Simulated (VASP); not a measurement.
Write the native input for VASP 6.6.1 that does the following.

* Task: single point
* Functional: PBEsol
* Potentials or basis: VASP PAW PBE potentials, release 64 (Nb_sv, Te)
* Cutoff: 500 eV
* k mesh: 8 × 8 × 8
* Occupations: gaussian, width 0.05 eV
* Spin: collinear spin
* Starting moments: [1.49, 0.0] μB
* Dipole correction: no
* Further INCAR settings: ALGO = Normal; EDIFF = 1e-06; NBANDS = 20

The structure of NbTe lies in POSCAR:

```
NbTe
1.0
    0.0000000000      3.1132405844      3.1132405844
    3.1132405844      0.0000000000      3.1132405844
    3.1132405844      3.1132405844      0.0000000000
Nb Te
1 1
Direct
    0.0000000000      0.0000000000      0.0000000000
    0.2500000000      0.2500000000      0.2500000000
```

These files were run (other wordings do the same):

INCAR

```
PREC = Accurate ; ENCUT = 500
EDIFF = 1E-6 ; ISMEAR = 0
SIGMA = 0.05 ; LREAL = F
LASPH = T ; NELM = 200
ALGO = Normal ; ISIF = 2
LWAVE = F ; LCHARG = F
ISPIN = 2 ; MAGMOM = 1.49 0
LORBIT = 11 ; LMAXMIX = 4
GGA = PS ; NBANDS = 20
GGA_COMPAT = F
```

KPOINTS

```
regular mesh
0
Gamma
  8 8 8
```

Potentials or basis: VASP PAW PBE potentials, release 64 (Nb_sv, Te).

Launch:

```bash
$ cat potpaw_PBE.64/Nb_sv/POTCAR potpaw_PBE.64/Te/POTCAR > POTCAR
$ mpirun -np 1 vasp_std > vasp.out
```

It gave:

| Quantity | Value |
| --- | --- |
| Pressure | 1.4 GPa |
| Net moment | 1.99 μB per cell |
| Site moments | Nb +1.44; Te -0.03 μB |
| Valence electrons inside the program's atomic spheres | Nb 10.72; Te 3.54 |

Caveat: the PAW data sets were made with another functional, which shifts forces and pressure a little.

Wall time 21 s on 1 thread of Intel(R) Xeon(R) 6975P-C (Granite Rapids), with other jobs on the host, peak memory 0.23 GiB.
